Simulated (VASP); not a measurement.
A run of VASP 6.6.1 is set up as follows.

INCAR

```
SYSTEM = H21ClO10
  ALGO = Normal
  EDIFF = 1E-6
  ENCUT = 520
  GGA = PE
  ISIF = 2
  ISMEAR = -1
  LASPH = .TRUE.
  LCHARG = .TRUE.
  LELF = .TRUE.
  LREAL = Auto
  LVHAR = .TRUE.
  LWAVE = .FALSE.
  NBANDS = 66
  NELM = 80
  PREC = Accurate
  SIGMA = 0.05
```

File KPOINTS:

```
k-points
0
G
  1 1 1
  0 0 0
```

The input POSCAR:

```
H21ClO10
1.0
    7.6986900000      0.0000000000      0.0000000000
    0.0000000000      7.6986900000      0.0000000000
    0.0000000000      0.0000000000      7.6986900000
O H Cl
10 21 1
Direct
    0.9909607998      0.8760971022      0.0836635843
    0.3162875762      0.8706546179      0.2079964254
    0.4011461690      0.7873027749      0.7448150270
    0.4161876891      0.0597634143      0.9520191097
    0.8319986907      0.4030945524      0.4448678931
    0.7145501378      0.1136427106      0.2122049336
    0.5747731108      0.2893219496      0.7203822988
    0.4360352216      0.4775357886      0.4391266566
    0.1316977304      0.4258646601      0.2786967653
    0.7655847943      0.7535697632      0.5642388510
    0.8974124169      0.8370255199      0.1458949510
    0.9784521782      0.8265562063     -0.0256277367
    0.3422270542      0.9607868352      0.1193969364
    0.1973062950      0.8432733361      0.1663529769
    0.5204911485      0.7545439549      0.7061461106
    0.3256657951      0.8045264844      0.6475257479
    0.4094332932      0.1646643780      0.8857870625
    0.3988210981     -0.0296154281      0.8633286962
    0.9431864382      0.3742844562      0.4003408372
    0.7528553559      0.3332904689      0.3694524653
    0.7542192243      0.0424357910      0.1149935898
    0.6004008474      0.1478303452      0.1769911504
    0.6552803139      0.3832080523      0.7598175794
    0.6393944944      0.2299741904      0.6272495710
    0.5212964803      0.5488855896      0.3767264301
    0.4572726009      0.4400229130      0.5531590439
    0.1541820751      0.3045323295      0.2454833225
    0.2325070889      0.4627540530      0.3517351653
    0.7257858155      0.8045005059      0.4619876888
    0.7907708974      0.6356146305      0.5208418575
    0.4509338602      0.7617789520      0.1485447524
    0.6208848518      0.6371993157      0.1187864429
```

Potentials or basis: VASP PAW PBE potentials, release 64 (O, H, Cl).

The run is started by

```bash
$ cat potpaw_PBE.64/O/POTCAR potpaw_PBE.64/H/POTCAR potpaw_PBE.64/Cl/POTCAR > POTCAR
$ mpirun -np 1 vasp_gam > vasp.out
```

(1) What does it give for the largest force?

(2) Estimate the pressure.

(3) What does it give for the band gap on the k mesh?

Answers

(1) 3.727 eV/Å.

(2) 1.1 GPa.

(3) 4.45 eV.

Caveat: the k points lie up to 0.82 Å⁻¹ apart.
